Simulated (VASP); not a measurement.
# Cu (P6_3/mmc) in VASP: further runs

Runs on Cu. Level: PBE. Tasks: single point.

Everything below comes from runs of VASP 6.6.1. Logs are shortened: lines on timing, memory, paths and dates and some standing lists are left out, and cuts for length are marked.

## (1) The cell of the first run

Symmetry: P6_3/mmc, No. 194, hexagonal system. Conventional cell: a = 2.476 Å, b = 2.476 Å, c = 3.956 Å, α = 90.00°, β = 90.00°, γ = 120.00°. Within 3.2 Å of Cu (site symmetry -6m2) lie 12 Cu at 2.44 to 2.48 Å.

This isn't the form of Cu at room conditions, which is fcc.

## (2) Single point, PBE (strained)

INCAR

```
SYSTEM = Cu
PREC = Accurate
ENCUT = 520
EDIFF = 1E-6
ISMEAR = 0
SIGMA = 0.1
LREAL = .False.
LASPH = .True.
NELM = 60
ALGO = Normal
ISIF = 2
LWAVE = .False.
LCHARG = .True.
GGA = PE
LELF = .True.
LVHAR = .True.
NBANDS = 18
```

KPOINTS

```
regular mesh
0
Gamma
  18 18 10
  0 0 0
```

POSCAR

```
Cu
1.0
    2.4756097187      0.0000000000      0.0000000000
   -1.2378048593      2.1439409062      0.0000000000
    0.0000000000      0.0000000000      3.9559642963
Cu
2
Direct
    0.3333333300      0.6666666700      0.2500000000
    0.6666666700      0.3333333300      0.7500000000
```

Potentials or basis: VASP PAW PBE potentials, release 64 (Cu).

Started as:

```console
> cat potpaw_PBE.64/Cu/POTCAR > POTCAR
> mpirun -np 1 vasp_std > vasp.out
```

OUTCAR:

```text
SYSTEM = Cu
   PREC = Accurate
   ENCUT = 520
   EDIFF = 1E-6
   ISMEAR = 0
   LREAL = .False.
   LASPH = .True.
   NELM = 60
   ISIF = 2
   GGA = PE

 ion  position               nearest neighbor table
   1  0.333  0.667  0.250-   2 2.44   2 2.44   2 2.44   2 2.44   2 2.44   2 2.44
   2  0.667  0.333  0.750-   1 2.44   1 2.44   1 2.44   1 2.44   1 2.44   1 2.44

  LATTYP: Found a hexagonal cell.
 ALAT       =     2.4756097187
 C/A-ratio  =     1.5979757497

  Lattice vectors:

 A1 = (   2.4756097187,   0.0000000000,   0.0000000000)
 A2 = (  -1.2378048593,   2.1439409062,   0.0000000000)
 A3 = (   0.0000000000,   0.0000000000,   3.9559642963)

Analysis of symmetry for initial positions (statically):
=====================================================================
 Subroutine PRICEL returns:
 Original cell was already a primitive cell.

 Routine SETGRP: Setting up the symmetry group for a
 hexagonal supercell.

 Subroutine GETGRP returns: Found 24 space group operations
 (whereof 12 operations were pure point group operations)
 out of a pool of 24 trial point group operations.

The static configuration has the point symmetry D_3d.
 The point group associated with its full space group is D_6h.

Analysis of symmetry for dynamics (positions and initial velocities):
=====================================================================
 Subroutine PRICEL returns:
 Original cell was already a primitive cell.

 Routine SETGRP: Setting up the symmetry group for a
 hexagonal supercell.

 Subroutine GETGRP returns: Found 24 space group operations
 (whereof 12 operations were pure point group operations)
 out of a pool of 24 trial point group operations.

The dynamic configuration has the point symmetry D_3d.
 The point group associated with its full space group is D_6h.

 Subroutine INISYM returns: Found 24 space group operations
 (whereof 12 operations are pure point group operations),
 and found     1 'primitive' translations

----------------------------------------------------------------------------------------

                                     Primitive cell

  volume of cell :      20.9965

  direct lattice vectors                    reciprocal lattice vectors
     2.475609719  0.000000000  0.000000000     0.403940893  0.233215383  0.000000000
    -1.237804859  2.143940906  0.000000000     0.000000000  0.466430766  0.000000000
     0.000000000  0.000000000  3.955964296     0.000000000  0.000000000  0.252782868

  length of vectors
     2.475609719  2.475609719  3.955964296     0.466430766  0.466430766  0.252782868

  position of ions in fractional coordinates (direct lattice)
     0.333333330  0.666666670  0.250000000
     0.666666670  0.333333330  0.750000000
[... 79 lines left out ...]
   EDIFFG = 0.1E-04   stopping-criterion for IOM
   NSW    =      0    number of steps for IOM
   IBRION =     -1    ionic relax: 0-MD 1-quasi-New 2-CG
   NFREE  =      0    steps in history (QN), initial steepest desc. (CG)
   ISIF   =      2    stress and relaxation
   ISYM   =      2    0-nonsym 1-usesym 2-fastsym
   POTIM  = 0.5000    time-step for ionic-motion
   TEBEG  =    0.0;   TEEND  =   0.0 temperature during run
   PSTRESS=    0.0 pullay stress
   NELECT =      22.0000    total number of electrons
   NUPDOWN=      -1.0000    fix difference up-down
   EMIN   =  10.00;   EMAX   =-10.00  energy-range for DOS
   EFERMI =   0.00;   METHOD = LEGACY
   ISMEAR =     0;   SIGMA  =   0.10  broadening in eV -4-tet -1-fermi 0-gaus
   EFERMI_NEDOS =   21; number of points for ismear=-14 and -15
   IALGO  =     38    algorithm
   IMIX   =      4    mixing-type and parameters
     AMIX     =   0.40;   BMIX     =  1.00
     AMIX_MAG =   1.60;   BMIX_MAG =  1.00
  volume/ion in A,a.u.               =      10.50        70.85
  Fermi-wavevector in a.u.,A,eV,Ry     =   1.662774  3.142188 37.617633  2.764818
  Thomas-Fermi vector in A             =   2.749606
   LORBIT       =      0    0 simple, 1 ext, 2 COOP (PROOUT), +10 PAW based schemes
   GGA     = PE    functional components
   LHFCALC =     F    Hartree Fock is set to
   AEXX    =    0.0000 exact exchange contribution
   IVDW    =     0    specifies the selected vdW correction
   LEPSILON=     F    determine dielectric tensor
   LRPA    =     F    only Hartree local field effects (RPA)
 non-spin polarized calculation
 Gauss-broadening in eV      SIGMA  =   0.10
  energy-cutoff  :      520.00
  volume of cell :       21.00
 maximum number of plane-waves:       582
   NGX =  9   NGY =  9   NGZ = 15

 number of electron      21.9999996 magnetization

 Free energy of the ion-electron system (eV)
  ---------------------------------------------------
  ext. energy  EPLUGINS =         0.00000000
  ---------------------------------------------------
  free energy    TOTEN  =        -7.21340141 eV

  energy without entropy =       -7.20941537  energy(sigma->0) =       -7.21140839

 E-fermi :   9.0805     XC(G=0): -13.4243

 val. band max:        9.0771195253   @ k =   0.4444   0.0556   0.4000
 cond. band min:       9.0856548555   @ k =   0.5000   0.0000   0.0000
 fundamental gap:      0.0085353302
 Fermi energy:         9.0804677091

 k-point     1 :       0.0000    0.0000    0.0000
  band No.  band energies     occupation
      1      -1.1468      2.00000
      2       3.3868      2.00000
      3       5.7834      2.00000
      4       5.7834      2.00000
      5       5.8038      2.00000
      6       6.0556      2.00000
[... 481 lines left out ...]
      5       5.5725      2.00000
      6       5.8370      2.00000
[... 10 lines left out ...]
     17      22.7211      0.00000
     18      29.0054      0.00000

 [... further k-points ...]

------------------------ aborting loop because EDIFF is reached ----------------------------------------

  FORCE on cell =-STRESS in cart. coord.  units (eV):
  Direction    XX          YY          ZZ          XY          YZ          ZX
  --------------------------------------------------------------------------------------
  -------------------------------------------------------------------------------------
  Total        3.1652429      3.1652429      3.9424148      0.0000000      0.0000000      0.0000000
  in kB      241.5295479    241.5295479    300.8330510      0.0000000      0.0000000      0.0000000
  external PRESSURE =     261.2973823 kB  Pullay stress =       0.0000000 kB

 VOLUME and BASIS-vectors are now :
 -----------------------------------------------------------------------------
  energy-cutoff  :      520.00
  volume of cell :       21.00
      direct lattice vectors                 reciprocal lattice vectors
     2.475609719  0.000000000  0.000000000     0.403940893  0.233215383  0.000000000
    -1.237804859  2.143940906  0.000000000     0.000000000  0.466430766  0.000000000
     0.000000000  0.000000000  3.955964296     0.000000000  0.000000000  0.252782868

 POSITION                                       TOTAL-FORCE (eV/Angst)
 -----------------------------------------------------------------------------------
     -0.00000      1.42929      0.98899        -0.000000      0.000000      0.000000
      1.23780      0.71465      2.96697         0.000000      0.000000      0.000000
 -----------------------------------------------------------------------------------
    total drift:                               -0.000001      0.000000     -0.000000

  FREE ENERGIE OF THE ION-ELECTRON SYSTEM (eV)
  ---------------------------------------------------
  free  energy   TOTEN  =        -7.2134014143 eV

  energy  without entropy=       -7.2094153698  energy(sigma->0) =       -7.21140839
```

stdout:

```text
POSCAR found type information on POSCAR Cu
 POSCAR found :  1 types and       2 ions
 scaLAPACK will be used
 LDA part: xc-table for (Slater+PW92), standard interpolation
 POSCAR, INCAR and KPOINTS ok, starting setup
 FFT: planning ... GRIDC
 FFT: planning ... GRID_SOFT
 FFT: planning ... GRID
 WAVECAR not read
 entering main loop
```

Wall time 86 s (1 thread of Intel Xeon 8259CL, shared host); peak memory 0.18 GiB.

Results:

| Quantity | Value |
| --- | --- |
| Free energy | -7.2134 eV |
| Pressure | 26.1 GPa |
| Band gap on the k mesh | zero (bands 11 and 12 overlap by 6.37 eV) |

Stress tensor (GPa, compression positive):
```
24.15  0.00  0.00
 0.00 24.15  0.00
 0.00  0.00 30.08
```

Caveat: the cell differs from its parent crystal (strained); the cell stands under pressure.

## (3) Single point, PBE (strained)

INCAR

```
SYSTEM = Cu
  ALGO = Normal
  EDIFF = 1E-6
  ENCUT = 520
  GGA = PE
  ISIF = 2
  ISMEAR = 0
  LASPH = .TRUE.
  LCHARG = .FALSE.
  LREAL = .FALSE.
  LWAVE = .FALSE.
  NBANDS = 18
  NELM = 60
  PREC = Accurate
  SIGMA = 0.1
```

KPOINTS

```
k-points
0
G
  18 18 10
  0 0 0
```

POSCAR

```
Cu
1.0
    2.5277867691      0.0000000000      0.0000000000
   -1.2638933845      2.1891275574      0.0000000000
    0.0000000000      0.0000000000      3.8555764382
Cu
2
Direct
    0.3333333300      0.6666666700      0.2500000000
    0.6666666700      0.3333333300      0.7500000000
```

Potentials or basis: VASP PAW PBE potentials, release 64 (Cu).

Started as:

```console
> cat potpaw_PBE.64/Cu/POTCAR > POTCAR
> mpirun -np 1 vasp_std > vasp.out
```

OUTCAR:

```text
SYSTEM = Cu
   EDIFF = 1E-6
   ENCUT = 520
   GGA = PE
   ISIF = 2
   ISMEAR = 0
   LASPH = .TRUE.
   LREAL = .FALSE.
   NELM = 60
   PREC = Accurate

 ion  position               nearest neighbor table
   1  0.333  0.667  0.250-   2 2.42   2 2.42   2 2.42   2 2.42   2 2.42   2 2.42
   2  0.667  0.333  0.750-   1 2.42   1 2.42   1 2.42   1 2.42   1 2.42   1 2.42

  LATTYP: Found a hexagonal cell.
 ALAT       =     2.5277867691
 C/A-ratio  =     1.5252775611

  Lattice vectors:

 A1 = (   2.5277867691,   0.0000000000,   0.0000000000)
 A2 = (  -1.2638933845,   2.1891275574,   0.0000000000)
 A3 = (   0.0000000000,   0.0000000000,   3.8555764382)

Analysis of symmetry for initial positions (statically):
=====================================================================
 Subroutine PRICEL returns:
 Original cell was already a primitive cell.

 Routine SETGRP: Setting up the symmetry group for a
 hexagonal supercell.

 Subroutine GETGRP returns: Found 24 space group operations
 (whereof 12 operations were pure point group operations)
 out of a pool of 24 trial point group operations.

The static configuration has the point symmetry D_3d.
 The point group associated with its full space group is D_6h.

Analysis of symmetry for dynamics (positions and initial velocities):
=====================================================================
 Subroutine PRICEL returns:
 Original cell was already a primitive cell.

 Routine SETGRP: Setting up the symmetry group for a
 hexagonal supercell.

 Subroutine GETGRP returns: Found 24 space group operations
 (whereof 12 operations were pure point group operations)
 out of a pool of 24 trial point group operations.

The dynamic configuration has the point symmetry D_3d.
 The point group associated with its full space group is D_6h.

 Subroutine INISYM returns: Found 24 space group operations
 (whereof 12 operations are pure point group operations),
 and found     1 'primitive' translations

----------------------------------------------------------------------------------------

                                     Primitive cell

  volume of cell :      21.3354

  direct lattice vectors                    reciprocal lattice vectors
     2.527786769  0.000000000  0.000000000     0.395602988  0.228401492  0.000000000
    -1.263893384  2.189127557  0.000000000     0.000000000  0.456802984  0.000000000
     0.000000000  0.000000000  3.855576438     0.000000000  0.000000000  0.259364589

  length of vectors
     2.527786769  2.527786769  3.855576438     0.456802984  0.456802984  0.259364589

  position of ions in fractional coordinates (direct lattice)
     0.333333330  0.666666670  0.250000000
     0.666666670  0.333333330  0.750000000

  ion indices of the primitive-cell ions
   primitive index   ion index
                 1           1
                 2           2

----------------------------------------------------------------------------------------

 KPOINTS: k-points

Automatic generation of k-mesh.
 Grid dimensions read from file:
 generate k-points for:   18   18   10

 Generating k-lattice:

  Cartesian coordinates                     Fractional coordinates (reciprocal lattice)
     0.021977944  0.012688972  0.000000000     0.055555556  0.000000000  0.000000000
     0.000000000  0.025377944  0.000000000     0.000000000  0.055555556  0.000000000
     0.000000000  0.000000000  0.025936459     0.000000000  0.000000000  0.100000000

  Length of vectors
     0.025377944  0.025377944  0.025936459

  Shift w.r.t. Gamma in fractional coordinates (k-lattice)
     0.000000000  0.000000000  0.000000000

 Subroutine IBZKPT returns following result:
 ===========================================

 Found    222 irreducible k-points:

 Following reciprocal coordinates:
            Coordinates               Weight
  0.000000  0.000000  0.000000      1.000000
  0.055556  0.000000  0.000000      6.000000
  0.111111  0.000000  0.000000      6.000000
  0.166667  0.000000  0.000000      6.000000
  0.222222  0.000000  0.000000      6.000000
  0.277778  0.000000  0.000000      6.000000
[... 16 lines left out ...]
  0.333333  0.111111  0.000000     12.000000
  0.388889  0.111111  0.000000     12.000000
 [... further k-points ...]
   k-points           NKPTS =    222   k-points in BZ     NKDIM =    222   number of bands    NBANDS=     18
   number of dos      NEDOS =    301   number of ions     NIONS =      2
   total plane-waves  NPLWV =  12000
   dimension x,y,z NGX =    20 NGY =   20 NGZ =   30
   dimension x,y,z NGXF=    40 NGYF=   40 NGZF=   60
   ions per type =               2
   NGX,Y,Z   is equivalent  to a cutoff of  13.15, 13.15, 12.94 a.u.
   NGXF,Y,Z  is equivalent  to a cutoff of  26.31, 26.31, 25.87 a.u.
 SYSTEM =  Cu
   PREC   = accura    normal or accurate (medium, high low for compatibility)
   ISTART =      0    job   : 0-new  1-cont  2-samecut
   ICHARG =      2    charge: 1-file 2-atom 10-const
   ISPIN  =      1    spin polarized calculation?
   LNONCOLLINEAR =      F non collinear calculations
   LSORBIT =      F    spin-orbit coupling
   LASPH  =      T    aspherical Exc in radial PAW
   ENCUT  =  520.0 eV  38.22 Ry    6.18 a.u.   4.70  4.70  7.17*2*pi/ulx,y,z
   NELM   =     60;   NELMIN=  2; NELMDL= -5     # of ELM steps
   EDIFF  = 0.1E-05   stopping-criterion for ELM
   LREAL  =      F    real-space projection
   EDIFFG = 0.1E-04   stopping-criterion for IOM
   NSW    =      0    number of steps for IOM
   IBRION =     -1    ionic relax: 0-MD 1-quasi-New 2-CG
   NFREE  =      0    steps in history (QN), initial steepest desc. (CG)
   ISIF   =      2    stress and relaxation
   ISYM   =      2    0-nonsym 1-usesym 2-fastsym
   POTIM  = 0.5000    time-step for ionic-motion
   TEBEG  =    0.0;   TEEND  =   0.0 temperature during run
   PSTRESS=    0.0 pullay stress
   NELECT =      22.0000    total number of electrons
   NUPDOWN=      -1.0000    fix difference up-down
   EMIN   =  10.00;   EMAX   =-10.00  energy-range for DOS
   EFERMI =   0.00;   METHOD = LEGACY
   ISMEAR =     0;   SIGMA  =   0.10  broadening in eV -4-tet -1-fermi 0-gaus
   EFERMI_NEDOS =   21; number of points for ismear=-14 and -15
   IALGO  =     38    algorithm
   IMIX   =      4    mixing-type and parameters
     AMIX     =   0.40;   BMIX     =  1.00
     AMIX_MAG =   1.60;   BMIX_MAG =  1.00
  volume/ion in A,a.u.               =      10.67        71.99
  Fermi-wavevector in a.u.,A,eV,Ry     =   1.653924  3.125462 37.218238  2.735463
  Thomas-Fermi vector in A             =   2.742279
   LORBIT       =      0    0 simple, 1 ext, 2 COOP (PROOUT), +10 PAW based schemes
   GGA     = PE    functional components
   LHFCALC =     F    Hartree Fock is set to
   AEXX    =    0.0000 exact exchange contribution
   IVDW    =     0    specifies the selected vdW correction
   LEPSILON=     F    determine dielectric tensor
   LRPA    =     F    only Hartree local field effects (RPA)
 non-spin polarized calculation
 Gauss-broadening in eV      SIGMA  =   0.10
  energy-cutoff  :      520.00
  volume of cell :       21.34
 maximum number of plane-waves:       590
 NGX is ok and might be reduce to    20
   NGX =  9   NGY =  9   NGZ = 15

 number of electron      21.9999979 magnetization

 Free energy of the ion-electron system (eV)
  ---------------------------------------------------
  ext. energy  EPLUGINS =         0.00000000
  ---------------------------------------------------
  free energy    TOTEN  =        -7.21853019 eV

  energy without entropy =       -7.21544480  energy(sigma->0) =       -7.21698750

 E-fermi :   8.8820     XC(G=0): -13.3245

 val. band max:        8.8776879113   @ k =   0.0556   0.0556   0.1000
 cond. band min:       8.8940940808   @ k =   0.4444   0.0000   0.5000
 fundamental gap:      0.0164061695
 Fermi energy:         8.8819602140

 k-point     1 :       0.0000    0.0000    0.0000
  band No.  band energies     occupation
      1      -1.2361      2.00000
      2       3.3300      2.00000
      3       5.6061      2.00000
      4       5.6061      2.00000
      5       5.8215      2.00000
      6       5.9164      2.00000
[... 10 lines left out ...]
     17      32.4837      0.00000
     18      32.4837      0.00000
[... 463 lines left out ...]
 k-point    24 :       0.3889    0.1111    0.0000
  band No.  band energies     occupation
      1       3.4568      2.00000
      2       3.9507      2.00000
      3       4.1008      2.00000
      4       5.0078      2.00000
      5       5.2950      2.00000
      6       5.7373      2.00000
[... 10 lines left out ...]
     17      22.6225      0.00000
     18      28.6229      0.00000

 [... further k-points ...]

------------------------ aborting loop because EDIFF is reached ----------------------------------------

  FORCE on cell =-STRESS in cart. coord.  units (eV):
  Direction    XX          YY          ZZ          XY          YZ          ZX
  --------------------------------------------------------------------------------------
  -------------------------------------------------------------------------------------
  Total        2.3334312      2.3334312      4.5372729      0.0000000      0.0000000      0.0000000
  in kB      175.2285091    175.2285091    340.7255176      0.0000000      0.0000000      0.0000000
  external PRESSURE =     230.3941786 kB  Pullay stress =       0.0000000 kB

 VOLUME and BASIS-vectors are now :
 -----------------------------------------------------------------------------
  energy-cutoff  :      520.00
  volume of cell :       21.34
      direct lattice vectors                 reciprocal lattice vectors
     2.527786769  0.000000000  0.000000000     0.395602988  0.228401492  0.000000000
    -1.263893384  2.189127557  0.000000000     0.000000000  0.456802984  0.000000000
     0.000000000  0.000000000  3.855576438     0.000000000  0.000000000  0.259364589

 POSITION                                       TOTAL-FORCE (eV/Angst)
 -----------------------------------------------------------------------------------
     -0.00000      1.45942      0.96389        -0.000000     -0.000000      0.000000
      1.26389      0.72971      2.89168         0.000000      0.000000      0.000000
 -----------------------------------------------------------------------------------
    total drift:                               -0.000001      0.000000     -0.000000

  FREE ENERGIE OF THE ION-ELECTRON SYSTEM (eV)
  ---------------------------------------------------
  free  energy   TOTEN  =        -7.2185301940 eV

  energy  without entropy=       -7.2154447999  energy(sigma->0) =       -7.21698750
```

It took 98 s on 1 thread of Intel Xeon 8259CL, shared host; peak memory 0.19 GiB.

What came out:

* Free energy: -7.2185 eV
* Pressure: 23.0 GPa
* Band gap on the k mesh: zero (bands 11 and 12 overlap by 6.04 eV)

Caveat: the cell differs from its parent crystal (strained); the cell stands under pressure.
